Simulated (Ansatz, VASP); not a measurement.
**HfC in VASP and in Ansatz**

```
CELL_PARAMETERS angstrom
3.28961 0.00000 -0.00906
0.00000 4.64141 0.00000
-3.28052 0.00000 3.30262
ATOMIC_POSITIONS crystal
Hf 0.00002 0.75000 0.00000
Hf 0.00002 0.25000 0.50000
C 0.99998 0.25000 0.00000
C 0.99998 0.75000 0.50000
```

Alike in both runs: functional PBE; k mesh 8 × 4 × 6; occupations gaussian, width 0.1 eV; no spin polarisation.

Ansatz relaxed the structure, and its values are those at the end. VASP's run is a single point on that final structure, the one shown.

```csv
,VASP,Ansatz
version,VASP 6.6.1,Ansatz 0.2.0
potentials or method,"VASP PAW PBE potentials, release 64 (Hf_pv, C), cutoff 520 eV","scalar-relativistic, plane waves, PAW"
valence electrons in the cell,28,60
```

Ansatz gave:

```
gap on the k mesh at the Fermi level (eV) : none
pressure (GPa)                            : 0.0
```

Q: What did VASP give for the same quantities?

A: gap on the k mesh at the Fermi level (eV): none; pressure (GPa): -0.6.

A gap of «none» marks a metal or a gap that the smearing closes. With one functional, cell and mesh, what is left measures potentials, basis and numerics. VASP's potentials hold 28 valence electrons a cell and Ansatz's 60, so a difference there can come from the potentials and not from the codes.

Spin-orbit coupling is off throughout.
